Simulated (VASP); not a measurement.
Set up this calculation in VASP 6.6.1, as the native input.

| Property | Result |
| --- | --- |
| Task | single point |
| Functional | PBEsol |
| Potentials or basis | VASP PAW PBE potentials, release 64 (Mn_pv, S) |
| Cutoff | 520 eV |
| k mesh | 9 × 9 × 9 |
| Occupations | fermi-dirac, width 0.05 eV |
| Spin | collinear spin, ferromagnetic start |
| Starting moments | [4.0, 0.0] μB |
| Dipole correction | no |
| Further INCAR settings | ALGO = Normal; EDIFF = 1e-06; NBANDS = 20 |

The structure of MnS lies in POSCAR:

```
MnS
1.0
    0.0000000000      2.2631375625      2.2631375625
    2.2631375625      0.0000000000      2.2631375625
    2.2631375625      2.2631375625      0.0000000000
Mn S
1 1
Direct
    0.0000000000      0.0000000000      0.0000000000
    0.5000000000      0.5000000000      0.5000000000
```

One way to write it, as run:

INCAR

```
SYSTEM = MnS
PREC     = Accurate       ! precision mode
ENCUT    = 520            ! plane-wave cutoff, eV
EDIFF    = 1E-6           ! SCF threshold, eV
ISMEAR   = -1             ! smearing method
SIGMA    = 0.05           ! smearing width, eV
LREAL    = .FALSE.        ! projectors in reciprocal space
LASPH    = .TRUE.         ! aspherical terms in the spheres
NELM     = 150            ! most SCF steps
ALGO     = Normal         ! electronic algorithm
ISIF     = 2              ! what is computed and relaxed
LWAVE    = .FALSE.        ! write WAVECAR
LCHARG   = .TRUE.         ! write CHGCAR
ISPIN    = 2              ! spin polarisation
MAGMOM   = 4 0            ! initial moments
LORBIT   = 11             ! projections on sites
LMAXMIX  = 4              ! l up to which the mixer works
GGA      = PS             ! functional
LELF     = .TRUE.         ! ELF
LVHAR    = .TRUE.       
NBANDS   = 20             ! bands
```

KPOINTS

```
regular mesh
0
G
  9 9 9
  0 0 0
```

Potentials or basis: VASP PAW PBE potentials, release 64 (Mn_pv, S).

Command:

```sh
$ cat potpaw_PBE.64/Mn_pv/POTCAR potpaw_PBE.64/S/POTCAR > POTCAR
$ mpirun -np 1 vasp_std > vasp.out
```

Results of the run:

```yaml
Pressure: 30.4 GPa
Net_moment: 2.81 μB per cell
Site_moments: Mn +2.65; S +0.05 μB
Valence_electrons_inside_the_program's_atomic_spheres: Mn 11.98; S 3.79
```

Caveat: the cell stands under pressure; the PAW data sets were made with another functional, which shifts forces and pressure a little; a cell with one magnetic atom can't hold antiferromagnetic order, which such compounds often take.

It took 52 s on 1 thread of Intel Xeon 8259CL, on a shared host, peak memory 0.16 GiB.
